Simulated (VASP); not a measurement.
# Be5GeN2 (P3m1) in VASP: notebook

The runs below take Be5GeN2 through relaxation of cell and atoms, single point, with PBE.

All numbers are computed with VASP 6.6.1; they aren't measurements. Logs are shortened: lines on timing, memory, paths and dates and some standing lists are left out, and cuts for length are marked.

### 1 The cell of the first run

It takes space group P3m1 (No. 156, trigonal). The conventional cell has a = 2.736 Å, b = 2.736 Å, c = 9.614 Å, α = 90.00°, β = 90.00°, γ = 120.00°. Be (site symmetry 3m) has 12 Be at 2.18 to 2.74 Å and 4 N at 2.28 to 2.77 Å within 2.9 Å. Within 2.3 Å of Be (site symmetry 3m) lie 3 N at 1.76 Å and 6 Be at 2.18 to 2.21 Å. Be (site symmetry 3m) has 3 N at 1.76 Å and 3 Be at 2.21 Å and 3 Ge at 2.36 Å within 2.4 Å. Within 2.4 Å of Be (site symmetry 3m) lie 3 N at 1.76 Å and 3 Be at 2.21 Å and 3 Ge at 2.36 Å. Within 2.3 Å of Be (site symmetry 3m) lie 3 N at 1.76 Å and 6 Be at 2.18 to 2.21 Å. Ge (site symmetry 3m) has 6 Be at 2.36 Å and 6 Ge at 2.74 Å and 6 N at 2.98 Å within 3.1 Å. Within 2.3 Å of N (site symmetry 3m) lie 6 Be at 1.76 Å. Within 2.3 Å of N (site symmetry 3m) lie 7 Be at 1.76 to 2.28 Å.

### 2 Relaxation of cell and atoms, PBE

INCAR

```
PREC     = Accurate       # precision mode
ENCUT    = 600            # plane-wave cutoff, eV
EDIFF    = 1E-7           # SCF threshold, eV
ISMEAR   = 0              # smearing method
SIGMA    = 0.1            # smearing width, eV
LREAL    = F              # projectors in reciprocal space
LASPH    = T              # aspherical terms in the spheres
NELM     = 60             # most SCF steps
ALGO     = Normal         # electronic algorithm
ISIF     = 3              # what is computed and relaxed
LWAVE    = F              # write WAVECAR
LCHARG   = F              # write CHGCAR
GGA      = PE             # functional
IBRION   = 2              # ionic algorithm
NSW      = 90             # ionic steps
EDIFFG   = -0.04          # ionic threshold
```

KPOINTS

```
Automatic mesh
0
Gamma
  6 6 2
```

POSCAR

```
Be5GeN2
1.0
    2.7356667200      0.0000000000      0.0000000000
   -1.3678333600      2.3691568700      0.0000000000
    0.0000000000      0.0000000000      9.6138902300
Be Ge N
5 1 2
Direct
    0.0000000000      0.0000000000      0.0000000000
    0.3333333300      0.6666666700      0.1565044600
    0.0000000000      0.0000000000      0.3173842900
    0.6666666700      0.3333333300      0.6826157100
    0.3333333300      0.6666666700      0.8434955400
    0.3333333300      0.6666666700      0.5000000000
    0.6666666700      0.3333333300      0.2369443700
    0.0000000000      0.0000000000      0.7630556300
```

Potentials or basis: VASP PAW PBE potentials, release 64 (Be, Ge_d, N).

Started as:

```console
cat potpaw_PBE.64/Be/POTCAR potpaw_PBE.64/Ge_d/POTCAR potpaw_PBE.64/N/POTCAR > POTCAR
mpirun -np 1 vasp_std > vasp.out
```

OUTCAR:

```text
PREC = Accurate
   ENCUT = 600
   EDIFF = 1E-7
   ISMEAR = 0
   LREAL = F
   LASPH = T
   NELM = 60
   ISIF = 3
   GGA = PE
   IBRION = 2
   NSW = 90
   EDIFFG = -0.04

 ion  position               nearest neighbor table
   1  0.000  0.000  0.000-   2 2.18   5 2.18   2 2.18   5 2.18   2 2.18   5 2.18
   2  0.333  0.667  0.157-   7 1.76   7 1.76   7 1.76   1 2.18   1 2.18   1 2.18   3 2.21   3 2.21
                             3 2.21
   3  0.000  0.000  0.317-   7 1.76   7 1.76   7 1.76   2 2.21   2 2.21   2 2.21   6 2.36   6 2.36
                             6 2.36
   4  0.667  0.333  0.683-   8 1.76   8 1.76   8 1.76   5 2.21   5 2.21   5 2.21   6 2.36   6 2.36
                             6 2.36
   5  0.333  0.667  0.843-   8 1.76   8 1.76   8 1.76   1 2.18   1 2.18   1 2.18   4 2.21   4 2.21
                             4 2.21
   6  0.333  0.667  0.500-   4 2.36   3 2.36   4 2.36   3 2.36   3 2.36   4 2.36
   7  0.667  0.333  0.237-   2 1.76   2 1.76   3 1.76   2 1.76   3 1.76   3 1.76
   8  0.000  0.000  0.763-   5 1.76   5 1.76   5 1.76   4 1.76   4 1.76   4 1.76

  LATTYP: Found a hexagonal cell.
 ALAT       =     2.7356667200
 C/A-ratio  =     3.5142768524

  Lattice vectors:

 A1 = (   2.7356667200,   0.0000000000,   0.0000000000)
 A2 = (  -1.3678333600,   2.3691568700,   0.0000000000)
 A3 = (   0.0000000000,   0.0000000000,   9.6138902300)

Analysis of symmetry for initial positions (statically):
=====================================================================
 Subroutine PRICEL returns:
 Original cell was already a primitive cell.

 Routine SETGRP: Setting up the symmetry group for a
 hexagonal supercell.

 Subroutine GETGRP returns: Found  6 space group operations
 (whereof  6 operations were pure point group operations)
 out of a pool of 24 trial point group operations.

The static configuration has the point symmetry C_3v.

Analysis of symmetry for dynamics (positions and initial velocities):
=====================================================================
 Subroutine PRICEL returns:
 Original cell was already a primitive cell.

 Routine SETGRP: Setting up the symmetry group for a
 hexagonal supercell.

 Subroutine GETGRP returns: Found  6 space group operations
 (whereof  6 operations were pure point group operations)
 out of a pool of 24 trial point group operations.

The dynamic configuration has the point symmetry C_3v.

 Subroutine INISYM returns: Found  6 space group operations
 (whereof  6 operations are pure point group operations),
 and found     1 'primitive' translations

----------------------------------------------------------------------------------------

                                     Primitive cell

  volume of cell :      62.3098

  direct lattice vectors                    reciprocal lattice vectors
     2.735666720  0.000000000  0.000000000     0.365541604  0.211045544  0.000000000
    -1.367833360  2.369156870  0.000000000     0.000000000  0.422091088  0.000000000
     0.000000000  0.000000000  9.613890230     0.000000000  0.000000000  0.104016166

  length of vectors
     2.735666720  2.735666715  9.613890230     0.422091087  0.422091088  0.104016166

  position of ions in fractional coordinates (direct lattice)
     0.000000000  0.000000000  0.000000000
     0.333333330  0.666666670  0.156504460
     0.000000000  0.000000000  0.317384290
     0.666666670  0.333333330  0.682615710
     0.333333330  0.666666670  0.843495540
     0.333333330  0.666666670  0.500000000
     0.666666670  0.333333330  0.236944370
     0.000000000  0.000000000  0.763055630

  ion indices of the primitive-cell ions
   primitive index   ion index
                 1           1
                 2           2
                 3           3
                 4           4
                 5           5
                 6           6
                 7           7
                 8           8

----------------------------------------------------------------------------------------

 KPOINTS: Automatic mesh

Automatic generation of k-mesh.
 Grid dimensions read from file:
 generate k-points for:    6    6    2

 Generating k-lattice:

  Cartesian coordinates                     Fractional coordinates (reciprocal lattice)
     0.060923601  0.035174257  0.000000000     0.166666667 -0.000000000  0.000000000
     0.000000000  0.070348515  0.000000000     0.000000000  0.166666667  0.000000000
     0.000000000  0.000000000  0.052008083     0.000000000  0.000000000  0.500000000

  Length of vectors
     0.070348514  0.070348515  0.052008083

  Shift w.r.t. Gamma in fractional coordinates (k-lattice)
     0.000000000  0.000000000  0.000000000

 Subroutine IBZKPT returns following result:
 ===========================================

 Found     14 irreducible k-points:

 Following reciprocal coordinates:
            Coordinates               Weight
  0.000000  0.000000  0.000000      1.000000
  0.166667 -0.000000  0.000000      6.000000
  0.333333  0.000000  0.000000      6.000000
  0.500000 -0.000000  0.000000      3.000000
  0.166667  0.166667  0.000000      6.000000
  0.333333  0.166667  0.000000     12.000000
  0.333333  0.333333  0.000000      2.000000
  0.000000  0.000000  0.500000      1.000000
  0.166667 -0.000000  0.500000      6.000000
  0.333333  0.000000  0.500000      6.000000
  0.500000 -0.000000  0.500000      3.000000
  0.166667  0.166667  0.500000      6.000000
  0.333333  0.166667  0.500000     12.000000
  0.333333  0.333333  0.500000      2.000000
   k-points           NKPTS =     14   k-points in BZ     NKDIM =     14   number of bands    NBANDS=     22
   number of dos      NEDOS =    301   number of ions     NIONS =      8
   total plane-waves  NPLWV =  46080
   dimension x,y,z NGX =    24 NGY =   24 NGZ =   80
   dimension x,y,z NGXF=    48 NGYF=   48 NGZF=  160
   ions per type =               5   1   2
   NGX,Y,Z   is equivalent  to a cutoff of  14.58, 14.58, 13.83 a.u.
   NGXF,Y,Z  is equivalent  to a cutoff of  29.17, 29.17, 27.67 a.u.
 SYSTEM =  unknown system
   PREC   = accura    normal or accurate (medium, high low for compatibility)
   ISTART =      0    job   : 0-new  1-cont  2-samecut
   ICHARG =      2    charge: 1-file 2-atom 10-const
   ISPIN  =      1    spin polarized calculation?
   LNONCOLLINEAR =      F non collinear calculations
   LSORBIT =      F    spin-orbit coupling
   LASPH  =      T    aspherical Exc in radial PAW
   ENCUT  =  600.0 eV  44.10 Ry    6.64 a.u.   5.46  5.46 19.20*2*pi/ulx,y,z
   NELM   =     60;   NELMIN=  2; NELMDL= -5     # of ELM steps
   EDIFF  = 0.1E-06   stopping-criterion for ELM
   LREAL  =      F    real-space projection
   EDIFFG = -.4E-01   stopping-criterion for IOM
   NSW    =     90    number of steps for IOM
   IBRION =      2    ionic relax: 0-MD 1-quasi-New 2-CG
   NFREE  =      1    steps in history (QN), initial steepest desc. (CG)
   ISIF   =      3    stress and relaxation
   ISYM   =      2    0-nonsym 1-usesym 2-fastsym
   POTIM  = 0.5000    time-step for ionic-motion
   TEBEG  =    0.0;   TEEND  =   0.0 temperature during run
   PSTRESS=    0.0 pullay stress
   NELECT =      34.0000    total number of electrons
   NUPDOWN=      -1.0000    fix difference up-down
   EMIN   =  10.00;   EMAX   =-10.00  energy-range for DOS
   EFERMI =   0.00;   METHOD = LEGACY
   ISMEAR =     0;   SIGMA  =   0.10  broadening in eV -4-tet -1-fermi 0-gaus
   EFERMI_NEDOS =   21; number of points for ismear=-14 and -15
   IALGO  =     38    algorithm
   IMIX   =      4    mixing-type and parameters
     AMIX     =   0.40;   BMIX     =  1.00
     AMIX_MAG =   1.60;   BMIX_MAG =  1.00
  volume/ion in A,a.u.               =       7.79        52.56
  Fermi-wavevector in a.u.,A,eV,Ry     =   1.337773  2.528024 24.349483  1.789637
  Thomas-Fermi vector in A             =   2.466295
   LORBIT       =      0    0 simple, 1 ext, 2 COOP (PROOUT), +10 PAW based schemes
   GGA     = PE    functional components
   LHFCALC =     F    Hartree Fock is set to
   AEXX    =    0.0000 exact exchange contribution
   IVDW    =     0    specifies the selected vdW correction
   LEPSILON=     F    determine dielectric tensor
   LRPA    =     F    only Hartree local field effects (RPA)
 conjugate gradient relaxation of ions
 non-spin polarized calculation
 Gauss-broadening in eV      SIGMA  =   0.10
  energy-cutoff  :      600.00
  volume of cell :       62.31
 maximum number of plane-waves:      2110
 NGX is ok and might be reduce to    24
   NGX = 11   NGY = 11   NGZ = 39

--------------------------------------- Ionic step        1  -------------------------------------------

 number of electron      34.0000002 magnetization

 Free energy of the ion-electron system (eV)
  ---------------------------------------------------
  ext. energy  EPLUGINS =         0.00000000
  ---------------------------------------------------
  free energy    TOTEN  =       -40.60914589 eV

  energy without entropy =      -40.59807908  energy(sigma->0) =      -40.60361248

------------------------ aborting loop because EDIFF is reached ----------------------------------------

  FORCE on cell =-STRESS in cart. coord.  units (eV):
  Direction    XX          YY          ZZ          XY          YZ          ZX
  --------------------------------------------------------------------------------------
  -------------------------------------------------------------------------------------
  Total        4.5251515      4.5251515     12.2379806     -0.0000000     -0.0000000      0.0000000
  in kB      116.3556678    116.3556672    314.6764038     -0.0000000     -0.0000000      0.0000000
  external PRESSURE =     182.4625796 kB  Pullay stress =       0.0000000 kB
[... 107 lines left out ...]
  FREE ENERGIE OF THE ION-ELECTRON SYSTEM (eV)
  ---------------------------------------------------
  free  energy   TOTEN  =       -41.5631278755 eV

  energy  without entropy=      -41.5517907145  energy(sigma->0) =      -41.55745929

[... ionic steps 4 to 25 ...]

--------------------------------------- Ionic step       26  -------------------------------------------

 number of electron      34.0000003 magnetization

------------------------ aborting loop because EDIFF is reached ----------------------------------------

  FORCE on cell =-STRESS in cart. coord.  units (eV):
  Direction    XX          YY          ZZ          XY          YZ          ZX
  --------------------------------------------------------------------------------------
  -------------------------------------------------------------------------------------
  Total       -0.2869992     -0.2869992     -0.1490276     -0.0000000     -0.0000000     -0.0000000
  in kB       -6.2077500     -6.2077500     -3.2234445     -0.0000000     -0.0000000     -0.0000000
  external PRESSURE =      -5.2129815 kB  Pullay stress =       0.0000000 kB
[... 69 lines left out ...]
  energy  without entropy=      -42.2131446293  energy(sigma->0) =      -42.21631042

--------------------------------------- Ionic step       28  -------------------------------------------

 number of electron      34.0000003 magnetization

 Free energy of the ion-electron system (eV)
  ---------------------------------------------------
  ext. energy  EPLUGINS =         0.00000000
  ---------------------------------------------------
  free energy    TOTEN  =       -42.21995719 eV

  energy without entropy =      -42.21363402  energy(sigma->0) =      -42.21679560

 E-fermi :   6.7765     XC(G=0): -10.8875

 val. band max:        6.5667234628   @ k =   0.5000  -0.0000   0.5000
 cond. band min:       6.7902823310   @ k =   0.3333   0.0000   0.5000
 fundamental gap:      0.2235588682
 Fermi energy:         6.7765066523

 k-point     1 :       0.0000    0.0000    0.0000
  band No.  band energies     occupation
      1     -17.7381      2.00000
      2     -17.7381      2.00000
      3     -17.6553      2.00000
      4     -17.5074      2.00000
      5     -17.5074      2.00000
      6     -11.3936      2.00000
[... 374 lines left out ...]
  FREE ENERGIE OF THE ION-ELECTRON SYSTEM (eV)
  ---------------------------------------------------
  free  energy   TOTEN  =       -42.2199571851 eV

  energy  without entropy=      -42.2136340169  energy(sigma->0) =      -42.21679560

 reached required accuracy - stopping structural energy minimisation
```

Run time: 8.5 min. Hardware: 1 thread of Intel Xeon Platinum 8259CL at 2.50GHz (Skylake/Cascade Lake), shared host; peak memory 0.22 GiB.

Results:

| Item | Value |
| --- | --- |
| Free energy | -42.2200 eV |
| Relaxed volume | 9.23 Å³/atom |
| Relaxed cell | a = 2.687 Å, b = 2.687 Å, c = 11.810 Å, α = 90.00°, β = 90.00°, γ = 120.00° |
| Space group after relaxing (to 0.1 Å) | P3m1 (No. 156) |
| Energy gained by relaxing | 201.4 meV/atom |
| Ionic steps | 28 |
| Pressure after relaxing | -0.1 GPa |
| Largest force after relaxing | 0.040 eV/Å |
| Band gap on the k mesh | zero (bands 17 and 18 overlap by 0.37 eV) |

Forces on the atoms (eV/Å):
```
Be   0.000  0.000 -0.024
Be   0.000  0.000 -0.015
Be   0.000  0.000  0.018
Be   0.000  0.000 -0.024
Be   0.000  0.000  0.015
Ge   0.000  0.000 -0.016
N    0.000  0.000  0.040
N    0.000  0.000  0.007
```

The path:
| step | energy change (eV) | largest force (eV/Å) | pressure (GPa) | volume (Å³) |
| --- | --- | --- | --- | --- |
| 1 | 0.0000 | 2.3657 | 18.25 | 62.31 |
| 2 | -0.9225 | 1.1281 | -2.95 | 70.61 |
| 3 | -0.9540 | 0.9131 | -6.45 | 72.64 |
| 4 | -1.2363 | 0.4955 | -0.87 | 70.90 |
| 5 | -1.2685 | 0.7646 | 2.98 | 69.91 |
| 6 | -1.2713 | 0.6991 | 2.07 | 70.14 |
| 7 | -1.3534 | 0.4992 | 1.96 | 70.77 |
| 8 | -1.3564 | 0.5718 | 2.02 | 70.88 |
| 9 | -1.3598 | 0.8105 | 2.16 | 71.10 |
| 10 | -1.4146 | 0.6299 | -1.40 | 72.80 |
| 11 | -1.4195 | 0.4735 | -2.86 | 73.56 |
| 12 | -1.4526 | 0.4121 | -2.65 | 73.65 |
| 13 | -1.4645 | 0.5805 | -1.52 | 73.92 |
| 14 | -1.4790 | 0.4486 | -2.10 | 73.80 |
| 15 | -1.5176 | 0.3836 | -0.17 | 73.05 |
| 16 | -1.5306 | 0.3659 | 1.83 | 72.34 |
| 17 | -1.5502 | 0.2492 | 0.76 | 72.87 |
| 18 | -1.5621 | 0.2725 | -0.86 | 73.74 |
| 19 | -1.5761 | 0.2729 | -0.55 | 73.67 |
| 20 | -1.5856 | 0.2722 | 0.07 | 73.56 |
| 21 | -1.5974 | 0.1730 | 0.00 | 73.54 |
| 22 | -1.6016 | 0.1073 | -0.05 | 73.52 |
| 23 | -1.6042 | 0.0950 | 0.14 | 73.48 |
| 24 | -1.6068 | 0.0715 | 0.59 | 73.38 |
| 25 | -1.6086 | 0.0712 | 0.32 | 73.56 |
| 26 | -1.6102 | 0.0727 | -0.52 | 74.07 |
| 27 | -1.6103 | 0.0724 | -0.34 | 73.95 |
| 28 | -1.6108 | 0.0395 | -0.11 | 73.87 |

Final structure:
```xyz
8
Lattice="2.6874 0.0000 0.0000 -1.3437 2.3273 0.0000 0.0000 0.0000 11.8104" Properties=species:S:1:pos:R:3 pbc="T T T"
Be    0.0000    0.0000   11.7273
Be    0.0000    1.5516    2.0778
Be   -1.3437    2.3273    3.6472
Be    1.3437    0.7758    8.1753
Be    0.0000    1.5516    9.7554
Ge    0.0000    1.5516    5.9240
N     1.3437    0.7758    2.8477
N     0.0000    0.0000    8.9921
```

Levels at points of the mesh, in eV from the Fermi level:
| k point | band 15 | band 16 | band 17 | band 18 | band 19 | band 20 |
| --- | --- | --- | --- | --- | --- | --- |
| (0.00, 0.00, 0.00) | -1.87 | -1.87 | -0.71 | 2.31 | 6.59 | 7.66 |
| (0.50, 0.00, 0.00) | -4.18 | -2.68 | -0.95 | 0.48 | 1.64 | 2.25 |
| (0.00, 0.00, 0.50) | -2.01 | -1.87 | -1.87 | 3.21 | 5.85 | 7.68 |
| (0.50, 0.00, 0.50) | -4.18 | -2.62 | -0.55 | -0.21 | 1.31 | 2.73 |

Caveat: the k points lie up to 0.45 Å⁻¹ apart in the final cell; the volume moved by over 15 % at a fixed basis, so the end points are rough.

### 3 Single point, PBE

This run uses another cell than the first one, of 9.33 Å³/atom.

INCAR

```
PREC = Accurate ; ENCUT = 520
EDIFF = 1E-7 ; ISMEAR = 0
SIGMA = 0.1 ; LREAL = False
LASPH = True ; NELM = 60
ALGO = Normal ; ISIF = 2
LWAVE = False ; LCHARG = True
GGA = PE ; LELF = True
LVHAR = True ; NBANDS = 27
```

KPOINTS

```
regular mesh
0
Gamma
  18 18 4
```

POSCAR

```
Be5GeN2
1.0
    2.6803641661      0.0000000000      0.0000000000
   -1.3401820830      2.3212634592      0.0000000000
    0.0000000000      0.0000000000     11.9982235219
Be Ge N
5 1 2
Direct
    0.0000000000      0.0000000000      0.9940489768
    0.3333333333      0.6666666667      0.1763664048
    0.0000000000      0.0000000000      0.3071179293
    0.6666666667      0.3333333333      0.6937416554
    0.3333333333      0.6666666667      0.8253008730
    0.3333333333      0.6666666667      0.5011787246
    0.6666666667      0.3333333333      0.2436065941
    0.0000000000      0.0000000000      0.7586388420
```

Potentials or basis: VASP PAW PBE potentials, release 64 (Be, Ge_d, N).

Started as:

```console
cat potpaw_PBE.64/Be/POTCAR potpaw_PBE.64/Ge_d/POTCAR potpaw_PBE.64/N/POTCAR > POTCAR
mpirun -np 1 vasp_std > vasp.out
```

It took 4.8 min on 1 thread of Intel Xeon Platinum 8259CL at 2.50GHz (Skylake/Cascade Lake), shared host; peak memory 0.37 GiB.

The run converged. Its results:

```yaml
Free_energy: -42.1477 eV
Pressure: 0.2 GPa
Largest_force: 0.031 eV/Å
Band_gap_on_the_k_mesh: zero (bands 17 and 18 overlap by 0.39 eV)
```

Forces on the atoms (eV/Å):
```
Be   0.000  0.000  0.000
Be   0.000  0.000 -0.031
Be   0.000  0.000  0.029
Be   0.000  0.000 -0.029
Be   0.000  0.000  0.030
Ge   0.000  0.000  0.001
N    0.000  0.000  0.001
N    0.000  0.000  0.000
```

Stress tensor (GPa, compression positive):
```
0.31 0.00 0.00
0.00 0.31 0.00
0.00 0.00 0.11
```

Levels at points of the mesh, in eV from the Fermi level:
```
           k point  band 14  band 15  band 16  band 17  band 18  band 19  band 20  band 21
(0.00, 0.00, 0.00)    -2.05    -1.92    -1.92    -1.01     2.02     6.04     7.68     7.85
(0.50, 0.00, 0.00)    -4.37    -4.25    -2.64    -0.95     0.40     1.51     2.13     2.53
(0.00, 0.00, 0.50)    -2.05    -2.05    -1.92    -1.92     2.98     5.21     7.70     7.85
(0.50, 0.00, 0.50)    -4.37    -4.25    -2.59    -0.58    -0.24     1.20     2.57     3.22
```

(Part 1 of 2 ends here.)
